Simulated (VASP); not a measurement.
# TaN in VASP: notebook

Runs on TaN. Level: PBE. Tasks: single point.

Everything below comes from runs of VASP 6.6.1. Logs are shortened: lines on timing, memory, paths and dates and some standing lists are left out, and cuts for length are marked.

### Step 1. The cell of the first run

The structure is hexagonal, space group P6_3/mmc (No. 194). The conventional cell has a = 3.108 Å, b = 3.108 Å, c = 5.014 Å, α = 90.00°, β = 90.00°, γ = 120.00°. Within 2.9 Å of Ta (site symmetry -3m) lie 6 N at 2.19 Å and 2 Ta at 2.51 Å. N (site symmetry -6m2) has 6 Ta at 2.19 Å within 2.9 Å.

### Step 2. Single point, PBE

Contents of INCAR:

```
ALGO = Normal ; EDIFF = 1E-7
ENCUT = 520 ; GGA = PE
ISIF = 2 ; ISMEAR = -1
LASPH = True ; LCHARG = False
LREAL = False ; LWAVE = False
NBANDS = 24 ; NELM = 100
PREC = Accurate ; SIGMA = 0.05
```

Contents of KPOINTS:

```
k-points
0
Gamma
  10 10 6
```

Contents of POSCAR:

```
TaN
1.0
    3.1077817588      0.0000000000      0.0000000000
   -1.5538908794      2.6914179585      0.0000000000
    0.0000000000      0.0000000000      5.0144556364
Ta N
2 2
Direct
    0.0000000000      0.0000000000      0.0000000000
    0.0000000000      0.0000000000      0.5000000000
    0.3333333333      0.6666666667      0.2500000000
    0.6666666667      0.3333333333      0.7500000000
```

Potentials or basis: VASP PAW PBE potentials, release 64 (Ta_pv, N).

Command:

```
> cat potpaw_PBE.64/Ta_pv/POTCAR potpaw_PBE.64/N/POTCAR > POTCAR
> mpirun -np 1 vasp_std > vasp.out
```

OUTCAR:

```text
EDIFF = 1E-7
   ENCUT = 520
   GGA = PE
   ISIF = 2
   ISMEAR = -1
   LASPH = True
   LREAL = False
   NELM = 100
   PREC = Accurate

 ion  position               nearest neighbor table
   1  0.000  0.000  0.000-   3 2.19   4 2.19   4 2.19   3 2.19   4 2.19   3 2.19   2 2.51   2 2.51

   2  0.000  0.000  0.500-   3 2.19   4 2.19   4 2.19   3 2.19   4 2.19   3 2.19   1 2.51   1 2.51

   3  0.333  0.667  0.250-   1 2.19   2 2.19   1 2.19   2 2.19   1 2.19   2 2.19
   4  0.667  0.333  0.750-   1 2.19   2 2.19   1 2.19   2 2.19   1 2.19   2 2.19

  LATTYP: Found a hexagonal cell.
 ALAT       =     3.1077817588
 C/A-ratio  =     1.6135160142

  Lattice vectors:

 A1 = (   3.1077817588,   0.0000000000,   0.0000000000)
 A2 = (  -1.5538908794,   2.6914179585,   0.0000000000)
 A3 = (   0.0000000000,   0.0000000000,   5.0144556364)

Analysis of symmetry for initial positions (statically):
=====================================================================
 Subroutine PRICEL returns:
 Original cell was already a primitive cell.

 Routine SETGRP: Setting up the symmetry group for a
 hexagonal supercell.

 Subroutine GETGRP returns: Found 24 space group operations
 (whereof 12 operations were pure point group operations)
 out of a pool of 24 trial point group operations.

The static configuration has the point symmetry D_3d.
 The point group associated with its full space group is D_6h.

Analysis of symmetry for dynamics (positions and initial velocities):
=====================================================================
 Subroutine PRICEL returns:
 Original cell was already a primitive cell.

 Routine SETGRP: Setting up the symmetry group for a
 hexagonal supercell.

 Subroutine GETGRP returns: Found 24 space group operations
 (whereof 12 operations were pure point group operations)
 out of a pool of 24 trial point group operations.

The dynamic configuration has the point symmetry D_3d.
 The point group associated with its full space group is D_6h.

 Subroutine INISYM returns: Found 24 space group operations
 (whereof 12 operations are pure point group operations),
 and found     1 'primitive' translations

----------------------------------------------------------------------------------------

                                     Primitive cell

  volume of cell :      41.9426

  direct lattice vectors                    reciprocal lattice vectors
     3.107781759  0.000000000  0.000000000     0.321772916  0.185775679  0.000000000
    -1.553890879  2.691417959  0.000000000     0.000000000  0.371551359  0.000000000
     0.000000000  0.000000000  5.014455636     0.000000000  0.000000000  0.199423441

  length of vectors
     3.107781759  3.107781764  5.014455636     0.371551360  0.371551359  0.199423441

  position of ions in fractional coordinates (direct lattice)
     0.000000000  0.000000000  0.000000000
     0.000000000  0.000000000  0.500000000
     0.333333333  0.666666667  0.250000000
     0.666666667  0.333333333  0.750000000

  ion indices of the primitive-cell ions
   primitive index   ion index
                 1           1
                 2           2
                 3           3
                 4           4

----------------------------------------------------------------------------------------

 KPOINTS: k-points

Automatic generation of k-mesh.
 Grid dimensions read from file:
 generate k-points for:   10   10    6

 Generating k-lattice:

  Cartesian coordinates                     Fractional coordinates (reciprocal lattice)
     0.032177292  0.018577568  0.000000000     0.100000000 -0.000000000  0.000000000
     0.000000000  0.037155136  0.000000000     0.000000000  0.100000000  0.000000000
     0.000000000  0.000000000  0.033237240     0.000000000  0.000000000  0.166666667

  Length of vectors
     0.037155136  0.037155136  0.033237240

  Shift w.r.t. Gamma in fractional coordinates (k-lattice)
     0.000000000  0.000000000  0.000000000

 Subroutine IBZKPT returns following result:
 ===========================================

 Found     56 irreducible k-points:

 Following reciprocal coordinates:
            Coordinates               Weight
  0.000000  0.000000  0.000000      1.000000
  0.100000 -0.000000  0.000000      6.000000
  0.200000 -0.000000  0.000000      6.000000
  0.300000 -0.000000  0.000000      6.000000
  0.400000 -0.000000  0.000000      6.000000
  0.500000 -0.000000  0.000000      3.000000
[... 16 lines left out ...]
  0.300000  0.100000  0.166667     24.000000
  0.400000  0.100000  0.166667     24.000000
 [... further k-points ...]
   k-points           NKPTS =     56   k-points in BZ     NKDIM =     56   number of bands    NBANDS=     24
   number of dos      NEDOS =    301   number of ions     NIONS =      4
   total plane-waves  NPLWV =  23040
   dimension x,y,z NGX =    24 NGY =   24 NGZ =   40
   dimension x,y,z NGXF=    48 NGYF=   48 NGZF=   80
   ions per type =               2   2
   NGX,Y,Z   is equivalent  to a cutoff of  12.84, 12.84, 13.26 a.u.
   NGXF,Y,Z  is equivalent  to a cutoff of  25.68, 25.68, 26.52 a.u.
 SYSTEM =  unknown system
   PREC   = accura    normal or accurate (medium, high low for compatibility)
   ISTART =      0    job   : 0-new  1-cont  2-samecut
   ICHARG =      2    charge: 1-file 2-atom 10-const
   ISPIN  =      1    spin polarized calculation?
   LNONCOLLINEAR =      F non collinear calculations
   LSORBIT =      F    spin-orbit coupling
   LASPH  =      T    aspherical Exc in radial PAW
   ENCUT  =  520.0 eV  38.22 Ry    6.18 a.u.   5.78  5.78  9.32*2*pi/ulx,y,z
   NELM   =    100;   NELMIN=  2; NELMDL= -5     # of ELM steps
   EDIFF  = 0.1E-06   stopping-criterion for ELM
   LREAL  =      F    real-space projection
   EDIFFG = 0.1E-05   stopping-criterion for IOM
   NSW    =      0    number of steps for IOM
   IBRION =     -1    ionic relax: 0-MD 1-quasi-New 2-CG
   NFREE  =      0    steps in history (QN), initial steepest desc. (CG)
   ISIF   =      2    stress and relaxation
   ISYM   =      2    0-nonsym 1-usesym 2-fastsym
   POTIM  = 0.5000    time-step for ionic-motion
   TEBEG  =    0.0;   TEEND  =   0.0 temperature during run
   PSTRESS=    0.0 pullay stress
   NELECT =      32.0000    total number of electrons
   NUPDOWN=      -1.0000    fix difference up-down
   EMIN   =  10.00;   EMAX   =-10.00  energy-range for DOS
   EFERMI =   0.00;   METHOD = LEGACY
   ISMEAR =    -1;   SIGMA  =   0.05  broadening in eV -4-tet -1-fermi 0-gaus
   EFERMI_NEDOS =   21; number of points for ismear=-14 and -15
   IALGO  =     38    algorithm
   IMIX   =      4    mixing-type and parameters
     AMIX     =   0.40;   BMIX     =  1.00
     AMIX_MAG =   1.60;   BMIX_MAG =  1.00
  volume/ion in A,a.u.               =      10.49        70.76
  Fermi-wavevector in a.u.,A,eV,Ry     =   1.495913  2.826866 30.446515  2.237756
  Thomas-Fermi vector in A             =   2.607997
   LORBIT       =      0    0 simple, 1 ext, 2 COOP (PROOUT), +10 PAW based schemes
   GGA     = PE    functional components
   LHFCALC =     F    Hartree Fock is set to
   AEXX    =    0.0000 exact exchange contribution
   IVDW    =     0    specifies the selected vdW correction
   LEPSILON=     F    determine dielectric tensor
   LRPA    =     F    only Hartree local field effects (RPA)
 non-spin polarized calculation
  energy-cutoff  :      520.00
  volume of cell :       41.94
 maximum number of plane-waves:      1146
 NGX is ok and might be reduce to    24
   NGX = 11   NGY = 11   NGZ = 19

 number of electron      31.9999997 magnetization

 Free energy of the ion-electron system (eV)
  ---------------------------------------------------
  ext. energy  EPLUGINS =         0.00000000
  ---------------------------------------------------
  free energy    TOTEN  =       -41.98267603 eV

  energy without entropy =      -41.96399792  energy(sigma->0) =      -41.97333697

 E-fermi :   9.2124     XC(G=0): -13.4197

 val. band max:        9.2036916345   @ k =   0.3000  -0.0000   0.1667
 cond. band min:       9.2255905330   @ k =   0.3000   0.1000   0.1667
 fundamental gap:      0.0218988985
 Fermi energy:         9.2124299845

 k-point     1 :       0.0000    0.0000    0.0000
  band No.  band energies     occupation
      1     -27.7063      2.00000
      2     -26.1796      2.00000
      3     -26.1796      2.00000
      4     -25.8679      2.00000
      5     -25.8679      2.00000
      6     -25.1223      2.00000
[... 16 lines left out ...]
     23      13.9114      0.00000
     24      15.4500      0.00000

 k-point     2 :       0.1000   -0.0000    0.0000
  band No.  band energies     occupation
      1     -27.6889      2.00000
      2     -26.2539      2.00000
      3     -26.1952      2.00000
      4     -25.9254      2.00000
      5     -25.8805      2.00000
      6     -25.1157      2.00000
[... 16 lines left out ...]
     23      14.4134      0.00000
     24      15.3860      0.00000

 k-point     3 :       0.2000   -0.0000    0.0000
  band No.  band energies     occupation
      1     -27.6430      2.00000
      2     -26.4433      2.00000
      3     -26.2360      2.00000
      4     -26.0732      2.00000
      5     -25.9133      2.00000
      6     -25.0982      2.00000
[... 16 lines left out ...]
     23      15.2544      0.00000
     24      15.4300      0.00000

 k-point     4 :       0.3000   -0.0000    0.0000
  band No.  band energies     occupation
      1     -27.5857      2.00000
      2     -26.6676      2.00000
      3     -26.2859      2.00000
      4     -26.2510      2.00000
      5     -25.9536      2.00000
      6     -25.0764      2.00000
[... 16 lines left out ...]
     23      15.8177      0.00000
     24      15.8826      0.00000

 k-point     5 :       0.4000   -0.0000    0.0000
  band No.  band energies     occupation
      1     -27.5390      2.00000
      2     -26.8419      2.00000
      3     -26.3911      2.00000
      4     -26.3258      2.00000
      5     -25.9858      2.00000
      6     -25.0588      2.00000
[... 16 lines left out ...]
     23      15.8702      0.00000
     24      16.0248      0.00000

 k-point     6 :       0.5000   -0.0000    0.0000
  band No.  band energies     occupation
      1     -27.5211      2.00000
      2     -26.9068      2.00000
      3     -26.4438      2.00000
      4     -26.3410      2.00000
      5     -25.9981      2.00000
      6     -25.0520      2.00000
[... 16 lines left out ...]
     23      15.1018      0.00000
     24      16.1725      0.00000
[... 379 lines left out ...]
 k-point    21 :       0.1000    0.1000    0.1667
  band No.  band energies     occupation
      1     -27.5085      2.00000
      2     -26.3576      2.00000
      3     -26.2081      2.00000
      4     -26.0481      2.00000
      5     -25.9297      2.00000
      6     -25.3022      2.00000
[... 16 lines left out ...]
     23      14.6261      0.00000
     24      14.9882      0.00000

 k-point    22 :       0.2000    0.1000    0.1667
  band No.  band energies     occupation
      1     -27.4582      2.00000
      2     -26.5484      2.00000
      3     -26.2660      2.00000
      4     -26.2033      2.00000
      5     -25.9775      2.00000
      6     -25.2790      2.00000
[... 16 lines left out ...]
     23      14.9607      0.00000
     24      15.6556      0.00000

 k-point    23 :       0.3000    0.1000    0.1667
  band No.  band energies     occupation
      1     -27.4074      2.00000
      2     -26.7311      2.00000
      3     -26.3546      2.00000
      4     -26.3238      2.00000
      5     -26.0253      2.00000
      6     -25.2561      2.00000
[... 16 lines left out ...]
     23      15.0753      0.00000
     24      16.3566      0.00000

 k-point    24 :       0.4000    0.1000    0.1667
  band No.  band energies     occupation
      1     -27.3757      2.00000
      2     -26.8404      2.00000
      3     -26.4461      2.00000
      4     -26.3596      2.00000
      5     -26.0547      2.00000
      6     -25.2420      2.00000
[... 16 lines left out ...]
     23      14.9744      0.00000
     24      16.7789      0.00000

 [... further k-points ...]
[... 5 lines left out ...]
  --------------------------------------------------------------------------------------
  -------------------------------------------------------------------------------------
  Total        2.5392079      2.5392079     20.4775938      0.0000000      0.0000000      0.0000000
  in kB       96.9959014     96.9959019    782.2292543      0.0000000      0.0000000      0.0000000
  external PRESSURE =     325.4070192 kB  Pullay stress =       0.0000000 kB

 VOLUME and BASIS-vectors are now :
 -----------------------------------------------------------------------------
  energy-cutoff  :      520.00
  volume of cell :       41.94
      direct lattice vectors                 reciprocal lattice vectors
     3.107781759  0.000000000  0.000000000     0.321772916  0.185775679  0.000000000
    -1.553890879  2.691417959  0.000000000     0.000000000  0.371551359  0.000000000
     0.000000000  0.000000000  5.014455636     0.000000000  0.000000000  0.199423441

 POSITION                                       TOTAL-FORCE (eV/Angst)
 -----------------------------------------------------------------------------------
      0.00000      0.00000      0.00000         0.000000      0.000000      0.000000
      0.00000      0.00000      2.50723         0.000000      0.000000      0.000000
     -0.00000      1.79428      1.25361        -0.000000     -0.000000     -0.000000
      1.55389      0.89714      3.76084         0.000000      0.000000      0.000000
 -----------------------------------------------------------------------------------
    total drift:                               -0.000000      0.000000      0.000000

  FREE ENERGIE OF THE ION-ELECTRON SYSTEM (eV)
  ---------------------------------------------------
  free  energy   TOTEN  =       -41.9826760254 eV

  energy  without entropy=      -41.9639979224  energy(sigma->0) =      -41.97333697
```

It took 48 s on 1 thread of Intel Xeon Platinum 8259CL at 2.50GHz (Skylake/Cascade Lake), shared host; peak memory 0.19 GiB.

What came out:

| Quantity | Value |
| --- | --- |
| Free energy | -41.9827 eV |
| Pressure | 32.5 GPa |
| Band gap on the k mesh | zero (band 16 reaches 9.99 eV, above the bottom of band 17 at 7.54 eV) |

Stress tensor (GPa, compression positive):
```
 9.70  0.00  0.00
 0.00  9.70  0.00
 0.00  0.00 78.22
```

Levels at points of the mesh, in eV from the Fermi level:
```csv
k point,band 13,band 14,band 15,band 16,band 17,band 18,band 19,band 20
"(0.00, 0.00, 0.00)",-3.47,-3.47,-3.46,-1.67,-1.67,-0.53,-0.53,2.30
"(0.50, 0.00, 0.00)",-5.04,-4.84,-4.25,0.26,1.44,2.25,3.60,4.30
"(0.00, 0.00, 0.50)",-6.02,-6.02,-0.02,-0.02,0.06,0.06,0.06,0.06
"(0.50, 0.00, 0.50)",-5.83,-5.83,-1.49,-1.49,2.78,2.78,3.07,3.07
```

Caveat: spin-orbit coupling is left out, which moves the levels of the heavy elements.

### Step 3. Single point, PBE (atoms moved at random)

Contents of INCAR:

```
SYSTEM = TaN
PREC     = Accurate       ! precision mode
ENCUT    = 520            ! plane-wave cutoff, eV
EDIFF    = 1E-6           ! SCF threshold, eV
ISMEAR   = -1             ! smearing method
SIGMA    = 0.05           ! smearing width, eV
LREAL    = .FALSE.        ! projectors in reciprocal space
LASPH    = .TRUE.         ! aspherical terms in the spheres
NELM     = 60             ! most SCF steps
ALGO     = Normal         ! electronic algorithm
ISIF     = 2              ! what is computed and relaxed
LWAVE    = .FALSE.        ! write WAVECAR
LCHARG   = .FALSE.        ! write CHGCAR
GGA      = PE             ! functional
NBANDS   = 24             ! bands
```

Contents of KPOINTS:

```
Automatic mesh
0
G
  10 10 6
  0 0 0
```

Contents of POSCAR:

```
TaN
1.0
    3.0480018400      0.0000000000      0.0000000000
   -1.5240009200      2.6396470300      0.0000000000
    0.0000000000      0.0000000000      4.9179997800
Ta N
2 2
Direct
    0.0176010000     -0.0052160000     -0.0093130000
    0.0032460000     -0.0003330000      0.4990450000
    0.3239960000      0.6599410000      0.2570440000
    0.6634920000      0.3339400000      0.7444390000
```

Potentials or basis: VASP PAW PBE potentials, release 64 (Ta_pv, N).

Command:

```
> cat potpaw_PBE.64/Ta_pv/POTCAR potpaw_PBE.64/N/POTCAR > POTCAR
> mpirun -np 1 vasp_std > vasp.out
```

It took 4.4 min on 1 thread of Intel Xeon Platinum 8375C at 2.90GHz (Ice Lake), shared host; peak memory 0.35 GiB.

The run converged. Its results:

```yaml
Free_energy: -41.1993 eV
Pressure: 62.2 GPa
Largest_force: 2.048 eV/Å
Band_gap_on_the_k_mesh: zero (band 16 reaches 10.64 eV, above the bottom of band 17 at 8.16 eV)
```

Forces on the atoms (eV/Å):
```
Ta  -0.812  0.077  1.878
Ta  -0.360 -0.101 -1.417
N    0.574  0.122 -0.817
N    0.599 -0.099  0.356
```

Stress tensor (GPa, compression positive):
```
 32.71   0.26  -0.51
  0.26  35.96  -0.65
 -0.51  -0.65 118.06
```

Levels at points of the mesh, in eV from the Fermi level:
| k point | band 12 | band 13 | band 14 | band 15 | band 16 | band 17 | band 18 | band 19 | band 20 | band 21 |
| --- | --- | --- | --- | --- | --- | --- | --- | --- | --- | --- |
| (0.00, 0.00, 0.00) | -5.29 | -3.75 | -3.69 | -3.58 | -1.74 | -1.71 | -0.56 | -0.49 | 2.81 | 4.37 |
| (0.50, 0.00, 0.00) | -5.75 | -5.21 | -5.06 | -4.30 | 0.30 | 1.58 | 2.43 | 3.90 | 4.64 | 5.02 |
| (0.00, 0.50, 0.00) | -5.75 | -5.30 | -5.10 | -4.16 | 0.21 | 1.56 | 2.41 | 3.91 | 4.61 | 5.15 |
| (0.50, 0.50, 0.00) | -5.86 | -5.28 | -4.91 | -4.28 | 0.30 | 1.61 | 2.43 | 3.92 | 4.66 | 5.18 |
| (0.00, 0.00, 0.50) | -6.57 | -6.13 | -6.02 | -0.36 | -0.18 | 0.04 | 0.10 | 0.29 | 0.44 | 4.28 |
| (0.50, 0.00, 0.50) | -6.24 | -6.06 | -5.98 | -1.62 | -1.37 | 2.79 | 3.16 | 3.30 | 3.45 | 5.04 |
| (0.00, 0.50, 0.50) | -6.23 | -6.00 | -5.95 | -1.66 | -1.38 | 2.78 | 3.13 | 3.32 | 3.45 | 5.02 |
| (0.50, 0.50, 0.50) | -6.15 | -6.05 | -5.98 | -1.63 | -1.30 | 2.80 | 3.18 | 3.25 | 3.46 | 5.22 |

Caveat: the cell differs from its parent crystal (atoms moved at random); spin-orbit coupling is left out, which moves the levels of the heavy elements; forces of over 1 eV/Å act on the atoms, so gaps and moduli don't describe the material at rest.
